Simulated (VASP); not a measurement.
Input of a VASP 6.6.1 run:

INCAR

```
PREC = Accurate ; ENCUT = 520
EDIFF = 1E-6 ; ISMEAR = 1
SIGMA = 0.1 ; LREAL = F
LASPH = T ; NELM = 80
ALGO = Normal ; ISIF = 2
LWAVE = F ; LCHARG = F
GGA = PS ; NBANDS = 20
```

File KPOINTS:

```
regular mesh
0
Gamma
  6 6 2
```

Contents of POSCAR:

```
Te2Mo
1.0
    3.5148113970     -0.0040548914     -0.0093902422
   -1.7609174000      3.0452079465     -0.0018176301
   -0.0463592870     -0.0371100141     17.4390789447
Te Mo
2 1
Direct
    0.3273653371      0.6522882116      0.8976411281
    0.3370620758      0.6584527668      0.1029064086
   -0.0008059703     -0.0112744024      0.0002734196
```

Potentials or basis: VASP PAW PBE potentials, release 64 (Te, Mo_sv).

Command:

```sh
$ cat potpaw_PBE.64/Te/POTCAR potpaw_PBE.64/Mo_sv/POTCAR > POTCAR
$ mpirun -np 1 vasp_std > vasp.out
```

Q: What does it give for the largest force?

A: 0.103 eV/Å.

Q: Predict the band gap on the k mesh.

A: 1.14 eV.

Forces in eV/Å, atoms in the order of the input:
```
Te   0.013  0.013 -0.101
Te  -0.014 -0.010  0.101
Mo   0.001 -0.003  0.000
```

Caveat: the PAW data sets were made with another functional, which shifts forces and pressure a little; spin-orbit coupling is left out, which moves the levels of the heavy elements.
